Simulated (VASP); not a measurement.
Runs of VASP 6.6.1 on Si3Au. The structure is that of space group Fm-3m (No. 225), or close to it. The cells are those of the table. 

```csv
task,cell,k mesh,cutoff (eV),gap on the mesh (eV),pressure (GPa)
relaxation of cell and atoms,"relaxed from a = 4.403 Å, angles 60.0°, 4 atoms",6 × 6 × 6,600,none,0.0
single point,"a = 4.530 Å, angles 60.0°, 4 atoms",6 × 6 × 6,520,none,-0.3
relaxation of cell and atoms,"relaxed from a = 4.530 Å, angles 60.0°, 4 atoms",12 × 12 × 12,600,none,0.0
single point,"a = 4.403 Å, angles 60.0°, 4 atoms",6 × 6 × 6,520,none,(a)
single point,"a = 4.531 Å, angles 60.0°, 4 atoms",12 × 12 × 12,520,none,-0.1
```

Alike in all rows: level PBE; potentials or basis VASP PAW PBE potentials, release 64 (Si, Au); no spin polarisation; smearing gaussian 0.1 eV.

Fill in the values left out.

(a) 9.9.

Caveats: spin-orbit coupling is left out, which moves the levels of the heavy elements; the relaxation stopped at its first step, so nothing moved (some runs).

A k mesh can miss the band edges, and the runs leave out spin-orbit coupling on Au.

A gap of «none» marks levels without a gap at the run's occupations.
